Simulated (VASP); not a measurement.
Write the native input for VASP 6.6.1 that does the following.

- Task: relaxation of cell and atoms
- Functional: PBE
- Potentials or basis: VASP PAW PBE potentials, release 64 (Cs_sv, Tl_d, H)
- Cutoff: 600 eV
- k mesh: 10 × 10 × 8
- Occupations: gaussian, width 0.1 eV
- Spin: no spin polarisation
- Dipole correction: no
- Further INCAR settings: ALGO = Normal; EDIFF = 1e-06; IBRION = 2; EDIFFG = -0.01; NSW = 100; ISIF = 3

The structure of CsTlH4 lies in POSCAR:

```
CsTlH4
1.0
    4.3405998534      0.0000000000      0.0000000000
    0.0000000000      4.3405998534      0.0000000000
    0.0000000000      0.0000000000      5.5211448862
Cs Tl H
1 1 4
Direct
    0.5000000000      0.5000000000      0.5000000000
    0.0000000000      0.0000000000      0.0000000000
    0.0000000000      0.0000000000      0.5795615879
    0.5000000000      0.0000000000      0.0000000000
    0.0000000000      0.5000000000      0.0000000000
    0.0000000000      0.0000000000      0.4204384121
```

The input as run:

INCAR

```
SYSTEM = CsTlH4
PREC = Accurate ; ENCUT = 600
EDIFF = 1E-6 ; ISMEAR = 0
SIGMA = 0.1 ; LREAL = .FALSE.
LASPH = .TRUE. ; NELM = 100
ALGO = Normal ; ISIF = 3
LWAVE = .FALSE. ; LCHARG = .FALSE.
GGA = PE ; IBRION = 2
NSW = 100 ; EDIFFG = -0.01
```

KPOINTS

```
Automatic mesh
0
G
  10 10 8
  0 0 0
```

Potentials or basis: VASP PAW PBE potentials, release 64 (Cs_sv, Tl_d, H).

Command:

```bash
$ cat potpaw_PBE.64/Cs_sv/POTCAR potpaw_PBE.64/Tl_d/POTCAR potpaw_PBE.64/H/POTCAR > POTCAR
$ mpirun -np 1 vasp_std > vasp.out
```

Results of the run:

The relaxed volume is 17.80 Å³/atom. The relaxed cell is a = 4.446 Å, b = 4.446 Å, c = 5.402 Å, α = 90.00°, β = 90.00°, γ = 90.00°, the space group after relaxing (to 0.1 Å) is P4/mmm (No. 123) and the energy gained by relaxing is 1.8 meV/atom. The ionic steps are 11, the pressure after relaxing is 0.0 GPa and the largest force after relaxing is 0.009 eV/Å. The band gap on the k mesh is zero (bands 13 and 14 overlap by 2.25 eV).

Caveat: spin-orbit coupling is left out, which moves the levels of the heavy elements.

Run time: 8.2 min on 1 thread of AMD EPYC 9R45 96-Core Processor (Zen 5), on a shared host, peak memory 0.41 GiB.
